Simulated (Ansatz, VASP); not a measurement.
## One calculation of Al9O, two programs

File INCAR:

```
SYSTEM = Al9O
PREC = Accurate ; ENCUT = 520
EDIFF = 1E-6 ; ISMEAR = 0
SIGMA = 0.1 ; LREAL = .False.
LASPH = .True. ; NELM = 150
ALGO = Normal ; ISIF = 2
LWAVE = .False. ; LCHARG = .False.
ISPIN = 2 ; MAGMOM = 0 0 0 0 0 0 0 0 0 2
LORBIT = 11 ; LDIPOL = .True.
IDIPOL = 3 ; DIPOL = 0.5 0.5 0.401
GGA = PE ; NBANDS = 32
```

The input KPOINTS:

```
Automatic mesh
0
Gamma
  9 9 1
  0 0 0
```

The input POSCAR:

```
Al9O
1.0
    2.8535431553      0.0000000000      0.0000000000
   -1.4267715776      2.4712408633      0.0000000000
    0.0000000000      0.0000000000     35.7605581613
Al O
9 1
Direct
    0.3333333333      0.6666666667      0.1118550774
    0.0000000000      0.0000000000      0.1774403133
    0.6666666667      0.3333333333      0.2430255492
    0.0000000000      0.0000000000      0.3086107852
    0.3333333333      0.6666666667      0.3736276285
    0.0000000000      0.0000000000      0.4386134276
    0.6666666667      0.3333333333      0.5047341701
    0.0000000000      0.0000000000      0.5701287275
    0.3333333333      0.6666666667      0.6364709985
    1.0000000000      0.0000000000      0.6490546947
```

Input for Ansatz:

```yaml
crystal:
  lattice:
    - [2.8535431553, 0.0, 0.0]
    - [-1.4267715776, 2.4712408633, 0.0]
    - [0.0, 0.0, 35.7605581613]
  atoms:
    - { symbol: Al, position: [0.3333333333, 0.6666666667, 0.1118550774] }
    - { symbol: Al, position: [0.0, 0.0, 0.1774403133] }
    - { symbol: Al, position: [0.6666666667, 0.3333333333, 0.2430255492] }
    - { symbol: Al, position: [0.0, 0.0, 0.3086107852] }
    - { symbol: Al, position: [0.3333333333, 0.6666666667, 0.3736276285] }
    - { symbol: Al, position: [0.0, 0.0, 0.4386134276] }
    - { symbol: Al, position: [0.6666666667, 0.3333333333, 0.5047341701] }
    - { symbol: Al, position: [0.0, 0.0, 0.5701287275] }
    - { symbol: Al, position: [0.3333333333, 0.6666666667, 0.6364709985] }
    - { symbol: O, position: [1.0, 0.0, 0.6490546947], spin: 2.0 }
basis:
  ecutwfc: 420
kpoints:
  mp_grid: { grid: [9, 9, 1] }
hamiltonian:
  xc: pbe
  pseudopotentials: { kind: paw, azcp: { folder: soft_1 } }
scf:
  occupations: { method: gaussian, width: 0.1 }
output:
  forces: true
  eigenvalues: true
  populations: true
magnetization:
  spin_polarized: true
efield:
  axis: 3
  dipole_correction: true
  ramp_width: 0.04
```

Alike in both runs: task single point; functional PBE; k mesh 9 × 9 × 1; occupations gaussian, width 0.1 eV; collinear spin.

```csv
,VASP,Ansatz
version,VASP 6.6.1,Ansatz 0.2.0
potentials or method,"VASP PAW PBE potentials, release 64 (Al, O), cutoff 520 eV","scalar-relativistic, plane waves, PAW"
valence electrons in the cell,33,33
```

```tsv
	VASP	Ansatz	Ansatz less VASP
gap on the k mesh at the Fermi level (eV)	none	none	-
rms of the force components (eV/Å)	1.058	1.054	-0.0043
net moment per atom (μB)	0.00	0.00	0.000
```

Atom by atom the forces differ by 0.004 eV/Å (rms over components). A gap of «none» marks a metal or a gap that the smearing closes. Ansatz's warnings: seeded moment not kept, vacuum below fermi.
